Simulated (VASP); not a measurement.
# BN (P6_3/mmc) in VASP: single point with HSE06

Aim: the single point of BN with HSE06.

Program: VASP 6.6.1. These are calculated values, not measurements. Logs are shortened: lines on timing, memory, paths and dates and some standing lists are left out, and cuts for length are marked.

## (1) The cell of the first run

The structure is hexagonal, space group P6_3/mmc (No. 194). Conventional cell: a = 2.491 Å, b = 2.491 Å, c = 4.001 Å, α = 90.00°, β = 90.00°, γ = 120.00°. Within 2.3 Å of B (site symmetry -3m) lie 6 N at 1.75 Å and 2 B at 2.00 Å. Within 2.3 Å of N (site symmetry -6m2) lie 6 B at 1.75 Å.

## (2) Single point, HSE06

POSCAR reads:

```
BN
1.0
    2.4913353474      0.0000000000      0.0000000000
   -1.2456676737      2.1575597002      0.0000000000
    0.0000000000      0.0000000000      4.0010591824
B N
2 2
Direct
    0.0000000000      0.0000000000      0.0000000000
    0.0000000000      0.0000000000      0.5000000000
    0.3333333333      0.6666666667      0.2500000000
    0.6666666667      0.3333333333      0.7500000000
```

INCAR.step1 reads:

```
PREC = Accurate
ENCUT = 520
EDIFF = 1E-5
ISMEAR = 0
SIGMA = 0.01
LREAL = False
LASPH = True
NELM = 100
ALGO = Normal
ISIF = 2
LWAVE = True
LCHARG = False
NBANDS = 16
GGA = PE
```

INCAR.step2 reads:

```
PREC = Accurate
ENCUT = 520
EDIFF = 1E-6
ISMEAR = 0
SIGMA = 0.01
LREAL = False
LASPH = True
NELM = 100
ALGO = Normal
ISIF = 2
LWAVE = False
LCHARG = False
GGA = PE
LHFCALC = True
HFSCREEN = 0.2079
PRECFOCK = Normal
NBANDS = 16
ISTART = 1
```

KPOINTS reads:

```
Automatic mesh
0
Gamma
  9 9 4
```

Potentials or basis: VASP PAW PBE potentials, release 64 (B, N).

On the command line:

```console
$ cat potpaw_PBE.64/B/POTCAR potpaw_PBE.64/N/POTCAR > POTCAR
$ cp INCAR.step1 INCAR
$ mpirun -np 1 vasp_std > vasp.out
$ cp INCAR.step2 INCAR
$ mpirun -np 1 vasp_std > vasp.out
```

OUTCAR:

```text
PREC = Accurate
   ENCUT = 520
   EDIFF = 1E-6
   ISMEAR = 0
   LREAL = False
   LASPH = True
   NELM = 100
   ISIF = 2
   GGA = PE
   LHFCALC = True
   HFSCREEN = 0.2079
   PRECFOCK = Normal
   ISTART = 1

 ion  position               nearest neighbor table
   1  0.000  0.000  0.000-   3 1.75   4 1.75   4 1.75   3 1.75   4 1.75   3 1.75   2 2.00   2 2.00

   2  0.000  0.000  0.500-   3 1.75   4 1.75   4 1.75   3 1.75   4 1.75   3 1.75   1 2.00   1 2.00

   3  0.333  0.667  0.250-   1 1.75   2 1.75   1 1.75   2 1.75   1 1.75   2 1.75
   4  0.667  0.333  0.750-   1 1.75   2 1.75   1 1.75   2 1.75   1 1.75   2 1.75

  LATTYP: Found a hexagonal cell.
 ALAT       =     2.4913353474
 C/A-ratio  =     1.6059898105

  Lattice vectors:

 A1 = (   2.4913353474,   0.0000000000,   0.0000000000)
 A2 = (  -1.2456676737,   2.1575597002,   0.0000000000)
 A3 = (   0.0000000000,   0.0000000000,   4.0010591824)

Analysis of symmetry for initial positions (statically):
=====================================================================
 Subroutine PRICEL returns:
 Original cell was already a primitive cell.

 Routine SETGRP: Setting up the symmetry group for a
 hexagonal supercell.

 Subroutine GETGRP returns: Found 24 space group operations
 (whereof 12 operations were pure point group operations)
 out of a pool of 24 trial point group operations.

The static configuration has the point symmetry D_3d.
 The point group associated with its full space group is D_6h.

Analysis of symmetry for dynamics (positions and initial velocities):
=====================================================================
 Subroutine PRICEL returns:
 Original cell was already a primitive cell.

 Routine SETGRP: Setting up the symmetry group for a
 hexagonal supercell.

 Subroutine GETGRP returns: Found 24 space group operations
 (whereof 12 operations were pure point group operations)
 out of a pool of 24 trial point group operations.

The dynamic configuration has the point symmetry D_3d.
 The point group associated with its full space group is D_6h.

 Subroutine INISYM returns: Found 24 space group operations
 (whereof 12 operations are pure point group operations),
[... 105 lines left out ...]
   NFREE  =      0    steps in history (QN), initial steepest desc. (CG)
   ISIF   =      2    stress and relaxation
   ISYM   =      3    0-nonsym 1-usesym 2-fastsym
   POTIM  = 0.5000    time-step for ionic-motion
   TEBEG  =    0.0;   TEEND  =   0.0 temperature during run
   PSTRESS=    0.0 pullay stress
   NELECT =      16.0000    total number of electrons
   NUPDOWN=      -1.0000    fix difference up-down
   EMIN   =  10.00;   EMAX   =-10.00  energy-range for DOS
   EFERMI =   0.00;   METHOD = LEGACY
   ISMEAR =     0;   SIGMA  =   0.01  broadening in eV -4-tet -1-fermi 0-gaus
   EFERMI_NEDOS =   21; number of points for ismear=-14 and -15
   IALGO  =     38    algorithm
   IMIX   =      1    mixing-type and parameters
     AMIX     =   0.40;   BMIX     =  1.00
     AMIX_MAG =   1.60;   BMIX_MAG =  1.00
  volume/ion in A,a.u.               =       5.38        36.28
  Fermi-wavevector in a.u.,A,eV,Ry     =   1.483400  2.803219 29.939272  2.200474
  Thomas-Fermi vector in A             =   2.597066
   LORBIT       =      0    0 simple, 1 ext, 2 COOP (PROOUT), +10 PAW based schemes
   GGA     = PE    functional components
   LHFCALC =     T    Hartree Fock is set to
   PRECFOCK=normal    Normal, Fast or Accurate (Low or Medium for compatibility)
   ENCUT4O =  -1.0   cutoff for four orbital integrals eV
   NKREDX  =     1    reduce k-point grid by
   NKREDY  =     1    reduce k-point grid by
   NKREDZ  =     1    reduce k-point grid by
   AEXX    =    0.2500 exact exchange contribution
   HFSCREEN=    0.2079 screening length (either q_TF or 0.3 A-1)
   HFSCREENC=   0.2079 screening length for correlation (either q_TF or 0.3 A-1)
   ENCUTFOCK=  -1.0 apply spherical cutoff to Coloumb kernel
   IVDW    =     0    specifies the selected vdW correction
   LEPSILON=     F    determine dielectric tensor
   LRPA    =     F    only Hartree local field effects (RPA)
 non-spin polarized calculation
 Gauss-broadening in eV      SIGMA  =   0.01
  energy-cutoff  :      520.00
  volume of cell :       21.51
 maximum number of plane-waves:       590
 NGX is ok and might be reduce to    20
  NGX = 14; NGY = 14; NGZ = 24

 number of electron      15.9999997 magnetization

 Free energy of the ion-electron system (eV)
  ---------------------------------------------------
  ext. energy  EPLUGINS =         0.00000000
  ---------------------------------------------------
  free energy    TOTEN  =       -33.13967260 eV

  energy without entropy =      -33.13967260  energy(sigma->0) =      -33.13967260

 E-fermi :   9.5371     XC(G=0): -11.1204

 val. band max:        9.4747522769   @ k =   0.2222   0.0000   0.0000
 cond. band min:      12.1016628957   @ k =   0.3333   0.3333   0.0000
 fundamental gap:      2.6269106189
 Fermi energy:         9.5371049606

 k-point     1 :       0.0000    0.0000    0.0000
  band No.  band energies     occupation
      1     -14.9176      2.00000
      2      -9.4031      2.00000
      3      -3.8687      2.00000
      4       7.8750      2.00000
      5       7.8750      2.00000
      6       8.7807      2.00000
[... 433 lines left out ...]
      3      -3.0660      2.00000
      4      -0.7106      2.00000
      5      -0.1970      2.00000
      6      -0.1970      2.00000
[... 8 lines left out ...]
     15      26.6846      0.00000
     16      26.6846      0.00000

 [... further k-points ...]

------------------------ aborting loop because EDIFF is reached ----------------------------------------

  FORCE on cell =-STRESS in cart. coord.  units (eV):
  Direction    XX          YY          ZZ          XY          YZ          ZX
  --------------------------------------------------------------------------------------
  -------------------------------------------------------------------------------------
  Total       -1.2019684     -1.2019684     -0.6847765      0.0000000      0.0000000      0.0000000
  in kB      -89.5434107    -89.5434107    -51.0140074      0.0000000      0.0000000      0.0000000
  external PRESSURE =     -76.7002762 kB  Pullay stress =       0.0000000 kB

 VOLUME and BASIS-vectors are now :
 -----------------------------------------------------------------------------
  energy-cutoff  :      520.00
  volume of cell :       21.51
      direct lattice vectors                 reciprocal lattice vectors
     2.491335347  0.000000000  0.000000000     0.401391166  0.231743298  0.000000000
    -1.245667674  2.157559700  0.000000000     0.000000000  0.463486595  0.000000000
     0.000000000  0.000000000  4.001059182     0.000000000  0.000000000  0.249933819

 POSITION                                       TOTAL-FORCE (eV/Angst)
 -----------------------------------------------------------------------------------
      0.00000      0.00000      0.00000        -0.000000      0.000000     -0.000000
      0.00000      0.00000      2.00053         0.000000      0.000000     -0.000000
     -0.00000      1.43837      1.00026         0.000000      0.000000     -0.000000
      1.24567      0.71919      3.00079         0.000000      0.000000      0.000000
 -----------------------------------------------------------------------------------
    total drift:                                0.000003      0.000006     -0.000009

  FREE ENERGIE OF THE ION-ELECTRON SYSTEM (eV)
  ---------------------------------------------------
  free  energy   TOTEN  =       -33.1396726006 eV

  energy  without entropy=      -33.1396726006  energy(sigma->0) =      -33.13967260
```

It took 63 min on 1 thread of Intel Xeon Platinum 8259CL at 2.50GHz (Skylake/Cascade Lake), shared host; peak memory 0.25 GiB.

What came out:

```yaml
Free_energy: -33.1397 eV
Pressure: -7.7 GPa
Band_gap_on_the_k_mesh: 2.63 eV (least direct gap 6.73 eV)
```

Caveat: the cell stands under tension; the PAW data sets were made with another functional, which shifts forces and pressure a little. A k mesh can miss the band edges.
